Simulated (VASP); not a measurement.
# BaO: electric field gradients with LDA

BaO:

```
Ba O
1.0
     0.02750    2.76375    2.76375
     2.76375    0.02750    2.76375
     2.76375    2.76375    0.02750
Ba O
1 1
Direct
  0.00000 0.00000 0.00000
  0.50000 0.50000 0.50000
```

This cell differs from its parent crystal: equal xy, yz and zx shear strains of +1 %.

```
Program                : VASP 6.6.1
Task                   : electric field gradients
Functional             : LDA
Potentials or basis    : VASP PAW LDA potentials, release 64 (Ba_sv, O)
Cutoff                 : 520 eV
k mesh                 : 8 × 8 × 8
Occupations            : fermi-dirac, width 0.02 eV
Spin                   : no spin polarisation
Dipole correction      : no
Further INCAR settings : ALGO = Normal; EDIFF = 1e-08; NBANDS = 15
```

| Quantity | Value |
| --- | --- |
| Pressure | -0.9 GPa |
| Band gap on the k mesh | 1.75 eV |
| Largest electric field gradient by atom | Ba -14.8; O +0.4 V/Å² |

Stress tensor (GPa, compression positive):
```
-0.90 -0.37 -0.37
-0.37 -0.90 -0.37
-0.37 -0.37 -0.90
```

Levels at points of the mesh, in eV from the valence-band top:
| k point | band 5 | band 6 | band 7 | band 8 | band 9 | band 10 | band 11 | band 12 |
| --- | --- | --- | --- | --- | --- | --- | --- | --- |
| (0.00, 0.00, 0.00) | -10.22 | -0.43 | -0.42 | -0.42 | 3.41 | 4.46 | 4.64 | 4.64 |
| (0.50, 0.00, 0.00) | -10.35 | -2.17 | -1.66 | -1.60 | 4.85 | 7.11 | 7.31 | 8.09 |
| (0.50, 0.50, 0.00) | -10.85 | -0.20 | -0.20 | 0.00 | 1.75 | 6.02 | 9.00 | 9.29 |
| (0.50, 0.50, 0.50) | -10.33 | -2.16 | -1.58 | -1.58 | 4.81 | 7.12 | 7.12 | 8.02 |

Electric field gradients, principal values (V/Å²):
```
atom   least  middle  greatest (by size)
1 Ba   7.375   7.375             -14.750
 2 O  -0.214  -0.214               0.427
```

Run time: 41 s on 1 thread of Intel(R) Xeon(R) Platinum 8488C (Sapphire Rapids) (shared host), peak memory 0.17 GiB.

Caveat: the cell differs from its parent crystal (equal xy, yz and zx shear strains of +1 %); without QUAD_EFG the Cq values of the log hold for a quadrupole moment of 1 mb, not for the nuclei; spin-orbit coupling is left out, which moves the levels of the heavy elements. A k mesh can miss the band edges.
